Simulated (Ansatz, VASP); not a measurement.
One calculation of HfO2, two programs

Contents of INCAR:

```
SYSTEM = HfO2
ALGO     = Normal         ! electronic algorithm
EDIFF    = 1E-6           ! SCF threshold, eV
ENCUT    = 520            ! plane-wave cutoff, eV
GGA      = PE             ! functional
ISIF     = 2              ! what is computed and relaxed
ISMEAR   = 0              ! smearing method
LASPH    = .True.         ! aspherical terms in the spheres
LCHARG   = .False.        ! write CHGCAR
LREAL    = .False.        ! projectors in reciprocal space
LWAVE    = .False.        ! write WAVECAR
NBANDS   = 18             ! bands
NELM     = 100            ! most SCF steps
PREC     = Accurate       ! precision mode
SIGMA    = 0.023          ! smearing width, eV
```

The input KPOINTS:

```
k-points
0
Gamma
  9 9 9
  0 0 0
```

The input POSCAR:

```
HfO2
1.0
    0.0000000000      2.5575000000      2.5575000000
    2.5575000000      0.0000000000      2.5575000000
    2.5575000000      2.5575000000      0.0000000000
Hf O
1 2
Direct
    0.0000000000      0.0000000000      0.0000000000
    0.7500000000      0.7500000000      0.7500000000
    0.2500000000      0.2500000000      0.2500000000
```

The input input.yaml:

```yaml
crystal:
  lattice:
    - [0.0, 2.5575, 2.5575]
    - [2.5575, 0.0, 2.5575]
    - [2.5575, 2.5575, 0.0]
  atoms:
    - { symbol: Hf, position: [0.0, 0.0, 0.0] }
    - { symbol: O, position: [0.75, 0.75, 0.75] }
    - { symbol: O, position: [0.25, 0.25, 0.25] }
hamiltonian:
  xc: pbe
  pseudopotentials: { kind: paw }
kpoints:
  mp_grid: { grid: [9, 9, 9] }
scf:
  occupations: { method: gaussian, width: 0.023 }
output:
  forces: true
  stress: true
  eigenvalues: true
```

Alike in both runs: task single point; functional PBE; k mesh 9 × 9 × 9; occupations gaussian, width 0.023 eV; no spin polarisation.

```csv
,VASP,Ansatz
version,VASP 6.6.1,Ansatz 0.2.0
potentials or method,"VASP PAW PBE potentials, release 64 (Hf_pv, O)",Ansatz PAW
plane-wave cutoff (eV),520,420
valence electrons in the cell,22,38
```

|  | VASP | Ansatz | Ansatz less VASP |
| --- | --- | --- | --- |
| gap on the k mesh at the Fermi level (eV) | 3.84 | 3.83 | -0.008 |
| least direct gap on the mesh (eV) | 3.95 | 3.94 | -0.008 |
| pressure (GPa) | -6.0 | -2.5 | +3.53 |

VASP's potentials hold 22 valence electrons a cell and Ansatz's 38, so a difference there can come from the potentials and not from the codes.

Spin-orbit coupling is off throughout. Noted on Ansatz's run: odd divisions of the mesh miss points on the zone boundary, where band edges often lie, so the gap on the mesh can be too wide.
